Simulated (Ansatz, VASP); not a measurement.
**Two plane-wave programs on W4S**

```
W S
1.0
     4.43205    0.00000    0.00000
    -2.21602    3.83827    0.00000
     0.00000    0.00000    7.17199
W S
4 1
Direct
  0.00000 0.00000 0.17898
  0.00000 0.00000 0.82102
  0.33333 0.66667 0.00000
  0.66667 0.33333 0.00000
  0.00000 0.00000 0.50000
```

Alike in both runs: task relaxation of cell and atoms; functional PBE; k mesh 6 × 6 × 4; occupations gaussian, width 0.1 eV; no spin polarisation.

|  | VASP | Ansatz |
| --- | --- | --- |
| version | VASP 6.6.1 | Ansatz 0.2.0 |
| potentials or method | VASP PAW PBE potentials, release 64 (W_sv, S), cutoff 600 eV | scalar-relativistic, plane waves, PAW |
| valence electrons in the cell | 62 | 62 |

Ansatz gave:

| Item | Value |
| --- | --- |
| gap on the k mesh at the Fermi level, each at its own relaxed structure (eV) | none |
| relaxed volume (Å³/atom) | 24.41 |
| relaxed length of the cell vector where the two differ most in proportion (Å) | 4.425 |

Task: What did VASP give for the same quantities?

Result: gap on the k mesh at the Fermi level, each at its own relaxed structure (eV): none; relaxed volume (Å³/atom): 24.45; relaxed length of the cell vector where the two differ most in proportion (Å): 4.428.

A gap of «none» marks a metal or a gap that the smearing closes.

Spin-orbit coupling is off throughout.
